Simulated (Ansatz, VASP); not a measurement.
**One calculation of CdSe, two programs**

```
CELL_PARAMETERS angstrom
0.00000 2.87601 2.87601
2.87601 0.00000 2.87601
2.87601 2.87601 0.00000
ATOMIC_POSITIONS crystal
Cd 0.00000 0.00000 0.00000
Se 0.25000 0.25000 0.25000
```

Change from the starting cell: volume scaled by 0.8, LAPW.

Alike in both runs: task single point; functional PBE; k mesh 11 × 11 × 11; occupations fermi-dirac, width 0.1 eV; no spin polarisation.

|  | VASP | Ansatz |
| --- | --- | --- |
| version | VASP 6.6.1 | Ansatz 0.2.0 |
| potentials or method | VASP PAW PBE potentials, release 64 (Cd, Se), cutoff 520 eV | all-electron LAPW, scalar-relativistic |

```tsv
	VASP	Ansatz	Ansatz less VASP
pressure (GPa)	17.5	16.9	-0.62
```

Ansatz ran all-electron here, and VASP with PAW potentials.
